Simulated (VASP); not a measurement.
# MnSi (P2_13) in VASP: a series of runs

MnSi is run at these levels: PBE; tasks: single point.

Program: VASP 6.6.1. These are calculated values, not measurements. Logs are shortened: lines on timing, memory, paths and dates and some standing lists are left out, and cuts for length are marked.

## 1. The cell of the first run

It takes space group P2_13 (No. 198, cubic). Conventional cell: a = 4.518 Å, b = 4.518 Å, c = 4.518 Å, α = 90.00°, β = 90.00°, γ = 90.00°. Mn (site symmetry 3) has 7 Si at 2.28 to 2.53 Å and 6 Mn at 2.77 Å within 3.0 Å. Si (site symmetry 3) has 7 Mn at 2.28 to 2.53 Å and 6 Si at 2.79 Å within 3.0 Å.

## 2. Single point, PBE, collinear spin, ferromagnetic start

Input file INCAR:

```
ALGO     = Normal         # electronic algorithm
EDIFF    = 1E-6           # SCF threshold, eV
ENCUT    = 520            # plane-wave cutoff, eV
GGA      = PE             # functional
ISIF     = 2              # what is computed and relaxed
ISMEAR   = 0              # smearing method
ISPIN    = 2              # spin polarisation
LASPH    = T              # aspherical terms in the spheres
LCHARG   = F              # write CHGCAR
LMAXMIX  = 4              # l up to which the mixer works
LORBIT   = 11             # projections on sites
LREAL    = F              # projectors in reciprocal space
LWAVE    = F              # write WAVECAR
MAGMOM   = 1.09 1.09 1.09 1.09 0 0 0 0 # initial moments
NBANDS   = 48             # bands
NELM     = 150            # most SCF steps
PREC     = Accurate       # precision mode
SIGMA    = 0.2            # smearing width, eV
```

Input file KPOINTS:

```
k-points
0
Gamma
  6 6 6
```

Input file POSCAR:

```
MnSi
1.0
    4.5175781726      0.0000000000      0.0000000000
    0.0000000000      4.5175781726      0.0000000000
    0.0000000000      0.0000000000      4.5175781726
Mn Si
4 4
Direct
    0.1364403843      0.1364403843      0.1364403843
    0.3635596157      0.8635596157      0.6364403843
    0.6364403843      0.3635596157      0.8635596157
    0.8635596157      0.6364403843      0.3635596157
    0.8452910460      0.8452910460      0.8452910460
    0.6547089540      0.1547089540      0.3452910460
    0.3452910460      0.6547089540      0.1547089540
    0.1547089540      0.3452910460      0.6547089540
```

Potentials or basis: VASP PAW PBE potentials, release 64 (Mn_pv, Si).

Started as:

```
$ cat potpaw_PBE.64/Mn_pv/POTCAR potpaw_PBE.64/Si/POTCAR > POTCAR
$ mpirun -np 1 vasp_std > vasp.out
```

OUTCAR:

```text
EDIFF = 1E-6
   ENCUT = 520
   GGA = PE
   ISIF = 2
   ISMEAR = 0
   ISPIN = 2
   LASPH = T
   LORBIT = 11
   LREAL = F
   NELM = 150
   PREC = Accurate

 ion  position               nearest neighbor table
   1  0.136  0.136  0.136-   5 2.28   6 2.37   7 2.37   8 2.37   7 2.53   8 2.53   6 2.53   3 2.77
                             4 2.77   2 2.77   2 2.77   4 2.77   3 2.77
   2  0.364  0.864  0.636-   6 2.28   5 2.37   7 2.37   8 2.37   7 2.53   8 2.53   5 2.53   1 2.77
                             1 2.77   3 2.77   3 2.77   4 2.77   4 2.77
   3  0.636  0.364  0.864-   7 2.28   6 2.37   5 2.37   8 2.37   8 2.53   6 2.53   5 2.53   1 2.77
                             4 2.77   2 2.77   2 2.77   4 2.77   1 2.77
   4  0.864  0.636  0.364-   8 2.28   6 2.37   7 2.37   5 2.37   6 2.53   5 2.53   7 2.53   1 2.77
                             3 2.77   2 2.77   1 2.77   2 2.77   3 2.77
   5  0.845  0.845  0.845-   1 2.28   2 2.37   3 2.37   4 2.37   3 2.53   4 2.53   2 2.53   6 2.79
                             6 2.79   8 2.79   7 2.79   8 2.79   7 2.79
   6  0.655  0.155  0.345-   2 2.28   1 2.37   3 2.37   4 2.37   3 2.53   4 2.53   1 2.53   5 2.79
                             5 2.79   8 2.79   7 2.79   7 2.79   8 2.79
   7  0.345  0.655  0.155-   3 2.28   2 2.37   1 2.37   4 2.37   4 2.53   2 2.53   1 2.53   8 2.79
                             8 2.79   5 2.79   6 2.79   6 2.79   5 2.79
   8  0.155  0.345  0.655-   4 2.28   2 2.37   3 2.37   1 2.37   2 2.53   1 2.53   3 2.53   7 2.79
                             7 2.79   5 2.79   5 2.79   6 2.79   6 2.79

  LATTYP: Found a simple cubic cell.
 ALAT       =     4.5175781726

  Lattice vectors:

 A1 = (   4.5175781726,   0.0000000000,   0.0000000000)
 A2 = (   0.0000000000,   4.5175781726,   0.0000000000)
 A3 = (   0.0000000000,   0.0000000000,   4.5175781726)

Analysis of symmetry for initial positions (statically):
=====================================================================
 Subroutine PRICEL returns:
 Original cell was already a primitive cell.

 Routine SETGRP: Setting up the symmetry group for a
 simple cubic supercell.

 Subroutine GETGRP returns: Found 12 space group operations
 (whereof  3 operations were pure point group operations)
 out of a pool of 48 trial point group operations.

The static configuration has the point symmetry C_3 .
 The point group associated with its full space group is T   .

Analysis of symmetry for dynamics (positions and initial velocities):
=====================================================================
 Subroutine PRICEL returns:
 Original cell was already a primitive cell.

 Routine SETGRP: Setting up the symmetry group for a
 simple cubic supercell.

 Subroutine GETGRP returns: Found 12 space group operations
 (whereof  3 operations were pure point group operations)
 out of a pool of 48 trial point group operations.

The dynamic configuration has the point symmetry C_3 .
 The point group associated with its full space group is T   .

Analysis of structural, dynamic, and magnetic symmetry:
=====================================================================
 Subroutine PRICEL returns:
 Original cell was already a primitive cell.

 Routine SETGRP: Setting up the symmetry group for a
 simple cubic supercell.

 Subroutine GETGRP returns: Found 12 space group operations
 (whereof  3 operations were pure point group operations)
 out of a pool of 48 trial point group operations.

The overall configuration has the point symmetry C_3 .
 The point group associated with its full space group is T   .

 Subroutine INISYM returns: Found 12 space group operations
 (whereof  3 operations are pure point group operations),
 and found     1 'primitive' translations

----------------------------------------------------------------------------------------

                                     Primitive cell

  volume of cell :      92.1971

  direct lattice vectors                    reciprocal lattice vectors
     4.517578173  0.000000000  0.000000000     0.221357542  0.000000000  0.000000000
     0.000000000  4.517578173  0.000000000     0.000000000  0.221357542  0.000000000
     0.000000000  0.000000000  4.517578173     0.000000000  0.000000000  0.221357542

  length of vectors
     4.517578173  4.517578173  4.517578173     0.221357542  0.221357542  0.221357542

  position of ions in fractional coordinates (direct lattice)
     0.136440384  0.136440384  0.136440384
     0.363559616  0.863559616  0.636440384
     0.636440384  0.363559616  0.863559616
     0.863559616  0.636440384  0.363559616
     0.845291046  0.845291046  0.845291046
     0.654708954  0.154708954  0.345291046
     0.345291046  0.654708954  0.154708954
     0.154708954  0.345291046  0.654708954

  ion indices of the primitive-cell ions
   primitive index   ion index
                 1           1
                 2           2
                 3           3
                 4           4
                 5           5
[... 26 lines left out ...]
 ===========================================

 Found     24 irreducible k-points:

 Following reciprocal coordinates:
            Coordinates               Weight
  0.000000  0.000000  0.000000      1.000000
  0.166667  0.000000  0.000000      6.000000
  0.333333  0.000000  0.000000      6.000000
  0.500000  0.000000  0.000000      3.000000
  0.166667  0.166667  0.000000     12.000000
  0.333333  0.166667  0.000000     12.000000
[... 16 lines left out ...]
  0.500000  0.500000  0.333333      6.000000
  0.500000  0.500000  0.500000      1.000000
   k-points           NKPTS =     24   k-points in BZ     NKDIM =     24   number of bands    NBANDS=     48
   number of dos      NEDOS =    301   number of ions     NIONS =      8
   total plane-waves  NPLWV =  46656
   dimension x,y,z NGX =    36 NGY =   36 NGZ =   36
   dimension x,y,z NGXF=    72 NGYF=   72 NGZF=   72
   ions per type =               4   4
   NGX,Y,Z   is equivalent  to a cutoff of  13.25, 13.25, 13.25 a.u.
   NGXF,Y,Z  is equivalent  to a cutoff of  26.50, 26.50, 26.50 a.u.
 SYSTEM =  unknown system
   PREC   = accura    normal or accurate (medium, high low for compatibility)
   ISTART =      0    job   : 0-new  1-cont  2-samecut
   ICHARG =      2    charge: 1-file 2-atom 10-const
   ISPIN  =      2    spin polarized calculation?
   LNONCOLLINEAR =      F non collinear calculations
   LSORBIT =      F    spin-orbit coupling
   LASPH  =      T    aspherical Exc in radial PAW
   ENCUT  =  520.0 eV  38.22 Ry    6.18 a.u.   8.40  8.40  8.40*2*pi/ulx,y,z
   NELM   =    150;   NELMIN=  2; NELMDL= -5     # of ELM steps
   EDIFF  = 0.1E-05   stopping-criterion for ELM
   LREAL  =      F    real-space projection
   EDIFFG = 0.1E-04   stopping-criterion for IOM
   NSW    =      0    number of steps for IOM
   IBRION =     -1    ionic relax: 0-MD 1-quasi-New 2-CG
   NFREE  =      0    steps in history (QN), initial steepest desc. (CG)
   ISIF   =      2    stress and relaxation
   ISYM   =      2    0-nonsym 1-usesym 2-fastsym
   POTIM  = 0.5000    time-step for ionic-motion
   TEBEG  =    0.0;   TEEND  =   0.0 temperature during run
   PSTRESS=    0.0 pullay stress
   NELECT =      68.0000    total number of electrons
   NUPDOWN=      -1.0000    fix difference up-down
   EMIN   =  10.00;   EMAX   =-10.00  energy-range for DOS
   EFERMI =   0.00;   METHOD = LEGACY
   ISMEAR =     0;   SIGMA  =   0.20  broadening in eV -4-tet -1-fermi 0-gaus
   EFERMI_NEDOS =   21; number of points for ismear=-14 and -15
   IALGO  =     38    algorithm
   IMIX   =      4    mixing-type and parameters
     AMIX     =   0.40;   BMIX     =  1.00
     AMIX_MAG =   1.60;   BMIX_MAG =  1.00
  volume/ion in A,a.u.               =      11.52        77.77
  Fermi-wavevector in a.u.,A,eV,Ry     =   1.479127  2.795145 29.767052  2.187817
  Thomas-Fermi vector in A             =   2.593323
   LORBIT       =     11    0 simple, 1 ext, 2 COOP (PROOUT), +10 PAW based schemes
   GGA     = PE    functional components
   LHFCALC =     F    Hartree Fock is set to
   AEXX    =    0.0000 exact exchange contribution
   IVDW    =     0    specifies the selected vdW correction
   LEPSILON=     F    determine dielectric tensor
   LRPA    =     F    only Hartree local field effects (RPA)
 spin polarized calculation
 Gauss-broadening in eV      SIGMA  =   0.20
  energy-cutoff  :      520.00
  volume of cell :       92.20
 maximum number of plane-waves:      2517
 NGX is ok and might be reduce to    36
   NGX = 17   NGY = 17   NGZ = 17

 number of electron      68.0000035 magnetization       3.7806266

 Free energy of the ion-electron system (eV)
  ---------------------------------------------------
  ext. energy  EPLUGINS =         0.00000000
  ---------------------------------------------------
  free energy    TOTEN  =       -61.47395373 eV

  energy without entropy =      -61.36884606  energy(sigma->0) =      -61.42139989

 E-fermi :  11.1421     XC(G=0): -12.8226

 val. band max:       11.1391345399   @ k =   0.3333   0.0000   0.0000
 cond. band min:      11.1459790300   @ k =   0.3333   0.3333   0.3333
 fundamental gap:      0.0068444901
 Fermi energy:        11.1420877529

 spin component 1

 k-point     1 :       0.0000    0.0000    0.0000
  band No.  band energies     occupation
      1     -37.2386      1.00000
      2     -37.2386      1.00000
      3     -37.2386      1.00000
      4     -37.1648      1.00000
      5     -37.1648      1.00000
      6     -37.1619      1.00000
[... 1165 lines left out ...]
     45      17.0892      0.00000
     46      17.0892      0.00000
 Fermi energy:        11.1420877529

 spin component 2

 k-point     1 :       0.0000    0.0000    0.0000
  band No.  band energies     occupation
      1     -36.2783      1.00000
      2     -36.2783      1.00000
      3     -36.2783      1.00000
      4     -36.1914      1.00000
      5     -36.0644      1.00000
      6     -36.0644      1.00000
[... 1165 lines left out ...]
     45      17.3540      0.00000
     46      17.3540      0.00000
 [bands above 46 left out]

------------------------ aborting loop because EDIFF is reached ----------------------------------------

  FORCE on cell =-STRESS in cart. coord.  units (eV):
  Direction    XX          YY          ZZ          XY          YZ          ZX
  --------------------------------------------------------------------------------------
  -------------------------------------------------------------------------------------
  Total       -0.0794113     -0.0794113     -0.0794113     -0.0000000      0.0000000     -0.0000000
  in kB       -1.3799905     -1.3799905     -1.3799905     -0.0000000      0.0000000     -0.0000000
  external PRESSURE =      -1.3799905 kB  Pullay stress =       0.0000000 kB

 VOLUME and BASIS-vectors are now :
 -----------------------------------------------------------------------------
  energy-cutoff  :      520.00
  volume of cell :       92.20
      direct lattice vectors                 reciprocal lattice vectors
     4.517578173  0.000000000  0.000000000     0.221357542  0.000000000  0.000000000
     0.000000000  4.517578173  0.000000000     0.000000000  0.221357542  0.000000000
     0.000000000  0.000000000  4.517578173     0.000000000  0.000000000  0.221357542

 POSITION                                       TOTAL-FORCE (eV/Angst)
 -----------------------------------------------------------------------------------
      0.61638      0.61638      0.61638         0.011953      0.011953      0.011953
      1.64241      3.90120      2.87517        -0.011953     -0.011953      0.011953
      2.87517      1.64241      3.90120         0.011953     -0.011953     -0.011953
      3.90120      2.87517      1.64241        -0.011953      0.011953     -0.011953
      3.81867      3.81867      3.81867        -0.010852     -0.010852     -0.010852
      2.95770      0.69891      1.55988         0.010852      0.010852     -0.010852
      1.55988      2.95770      0.69891        -0.010852      0.010852      0.010852
      0.69891      1.55988      2.95770         0.010852     -0.010852      0.010852
 -----------------------------------------------------------------------------------
    total drift:                               -0.000001     -0.000001      0.000000

  FREE ENERGIE OF THE ION-ELECTRON SYSTEM (eV)
  ---------------------------------------------------
  free  energy   TOTEN  =       -61.4739537313 eV

  energy  without entropy=      -61.3688460585  energy(sigma->0) =      -61.42139989

 total charge

# of ion       s       p       d       tot
------------------------------------------
    1        0.334   6.388   5.291  12.013
    2        0.334   6.388   5.291  12.013
    3        0.334   6.388   5.291  12.013
    4        0.334   6.388   5.291  12.013
    5        0.744   0.905   0.000   1.649
    6        0.744   0.905   0.000   1.649
    7        0.744   0.905   0.000   1.649
    8        0.744   0.905   0.000   1.649
--------------------------------------------------
tot          4.310  29.172  21.165  54.647

 magnetization (x)

# of ion       s       p       d       tot
------------------------------------------
    1        0.001   0.006   0.997   1.004
    2        0.001   0.006   0.997   1.004
    3        0.001   0.006   0.997   1.004
    4        0.001   0.006   0.997   1.004
    5       -0.013  -0.034   0.000  -0.047
    6       -0.013  -0.034   0.000  -0.047
    7       -0.013  -0.034   0.000  -0.047
    8       -0.013  -0.034   0.000  -0.047
--------------------------------------------------
tot         -0.047  -0.112   3.987   3.828
```

Wall time 3.7 min (1 thread of Intel Xeon Platinum 8275CL at 3.00GHz (Skylake/Cascade Lake), shared host); peak memory 0.32 GiB.

What came out:

| Item | Value |
| --- | --- |
| Free energy | -61.4740 eV |
| Pressure | -0.1 GPa |
| Largest force | 0.021 eV/Å |
| Net moment | 3.78 μB per cell |
| Site moments | Mn +1.00; Si -0.05 μB |
| Valence electrons inside the program's atomic spheres | Mn 12.01; Si 1.65 |

Forces in eV/Å, atoms in the order of the input:
```
Mn   0.012  0.012  0.012
Mn  -0.012 -0.012  0.012
Mn   0.012 -0.012 -0.012
Mn  -0.012  0.012 -0.012
Si  -0.011 -0.011 -0.011
Si   0.011  0.011 -0.011
Si  -0.011  0.011  0.011
Si   0.011 -0.011  0.011
```

Levels at points of the mesh, in eV from the Fermi level:
Spin up:
| k point | band 34 | band 35 | band 36 | band 37 | band 38 | band 39 |
| --- | --- | --- | --- | --- | --- | --- |
| (0.00, 0.00, 0.00) | -0.36 | -0.29 | -0.29 | 0.78 | 0.78 | 0.78 |
| (0.50, 0.00, 0.00) | -0.60 | -0.11 | -0.11 | 0.31 | 0.31 | 1.84 |
| (0.50, 0.50, 0.00) | -1.04 | -0.56 | -0.56 | 0.77 | 0.77 | 1.32 |
| (0.50, 0.50, 0.50) | -0.69 | -0.69 | -0.69 | 0.62 | 0.62 | 0.62 |
Spin down:
| k point | band 28 | band 29 | band 30 | band 31 | band 32 | band 33 | band 34 | band 35 | band 36 | band 37 |
| --- | --- | --- | --- | --- | --- | --- | --- | --- | --- | --- |
| (0.00, 0.00, 0.00) | -1.91 | -1.42 | -1.42 | -1.42 | 0.64 | 0.64 | 0.64 | 0.96 | 0.96 | 1.54 |
| (0.50, 0.00, 0.00) | -1.85 | -1.21 | -1.21 | -0.44 | -0.44 | 0.57 | 0.57 | 0.87 | 0.87 | 1.05 |
| (0.50, 0.50, 0.00) | -1.00 | -0.64 | -0.64 | -0.53 | -0.53 | -0.29 | -0.29 | 0.58 | 0.58 | 1.44 |
| (0.50, 0.50, 0.50) | -1.90 | 0.04 | 0.04 | 0.04 | 0.04 | 0.21 | 0.21 | 0.21 | 0.21 | 1.26 |

## 3. Single point, PBE, collinear spin, ferromagnetic start (11.87 Å³/atom)

This run uses another cell than the first one, of 11.87 Å³/atom.

Input file INCAR:

```
PREC = Accurate ; ENCUT = 520
EDIFF = 1E-6 ; ISMEAR = 0
SIGMA = 0.1 ; LREAL = False
LASPH = True ; NELM = 150
ALGO = Normal ; ISIF = 2
LWAVE = False ; LCHARG = True
ISPIN = 2 ; MAGMOM = 1.09 1.09 1.09 1.09 0 0 0 0
LORBIT = 11 ; LMAXMIX = 4
GGA = PE ; LELF = True
LVHAR = True ; NBANDS = 48
```

Input file KPOINTS:

```
Automatic mesh
0
Gamma
  8 8 8
```

Input file POSCAR:

```
MnSi
1.0
    4.5623095785      0.0000000000      0.0000000000
    0.0000000000      4.5623095785      0.0000000000
    0.0000000000      0.0000000000      4.5623095785
Mn Si
4 4
Direct
    0.1354491313      0.1354491313      0.1354491313
    0.3645508687      0.8645508687      0.6354491313
    0.6354491313      0.3645508687      0.8645508687
    0.8645508687      0.6354491313      0.3645508687
    0.8448112810      0.8448112810      0.8448112810
    0.6551887190      0.1551887190      0.3448112810
    0.3448112810      0.6551887190      0.1551887190
    0.1551887190      0.3448112810      0.6551887190
```

Potentials or basis: VASP PAW PBE potentials, release 64 (Mn_pv, Si).

Started as:

```
$ cat potpaw_PBE.64/Mn_pv/POTCAR potpaw_PBE.64/Si/POTCAR > POTCAR
$ mpirun -np 1 vasp_std > vasp.out
```

It took 2.7 min on 1 thread of Intel Xeon 6975P-C (Granite Rapids), shared host; peak memory 0.41 GiB.

It converged, with:

```yaml
Free_energy: -61.3913 eV
Pressure: -5.8 GPa
Largest_force: 0.013 eV/Å
Band_gap_on_the_k_mesh: zero (filled and empty bands overlap)
Net_moment: 3.98 μB per cell
Site_moments: Mn +1.06; Si -0.05 μB
Valence_electrons_inside_the_program's_atomic_spheres: Mn 11.96; Si 1.63
```

Forces in eV/Å, atoms in the order of the input:
```
Mn   0.008  0.008  0.008
Mn  -0.008 -0.008  0.008
Mn   0.008 -0.008 -0.008
Mn  -0.008  0.008 -0.008
Si  -0.001 -0.001 -0.001
Si   0.001  0.001 -0.001
Si  -0.001  0.001  0.001
Si   0.001 -0.001  0.001
```

Levels at points of the mesh, in eV from the Fermi level:
Spin up:
| k point | band 32 | band 33 | band 34 | band 35 | band 36 | band 37 | band 38 | band 39 | band 40 | band 41 |
| --- | --- | --- | --- | --- | --- | --- | --- | --- | --- | --- |
| (0.00, 0.00, 0.00) | -0.42 | -0.42 | -0.42 | -0.36 | -0.36 | 0.68 | 0.68 | 0.68 | 2.81 | 2.81 |
| (0.50, 0.00, 0.00) | -1.30 | -0.66 | -0.66 | -0.18 | -0.18 | 0.25 | 0.25 | 1.73 | 1.73 | 2.02 |
| (0.50, 0.50, 0.00) | -1.28 | -1.06 | -1.06 | -0.62 | -0.62 | 0.69 | 0.69 | 1.21 | 1.21 | 2.59 |
| (0.50, 0.50, 0.50) | -0.94 | -0.73 | -0.73 | -0.73 | -0.73 | 0.55 | 0.55 | 0.55 | 0.55 | 5.13 |
Spin down:
```tsv
k point	band 30	band 31	band 32	band 33	band 34	band 35
(0.00, 0.00, 0.00)	-1.37	-1.37	0.64	0.64	0.64	0.97
(0.50, 0.00, 0.00)	-1.17	-0.40	-0.40	0.58	0.58	0.85
(0.50, 0.50, 0.00)	-0.61	-0.49	-0.49	-0.27	-0.27	0.59
(0.50, 0.50, 0.50)	0.06	0.06	0.06	0.23	0.23	0.23
```

Caveat: the cell stands under tension.

The gap in the log of VASP goes by the Fermi energy; the results here count the filled bands.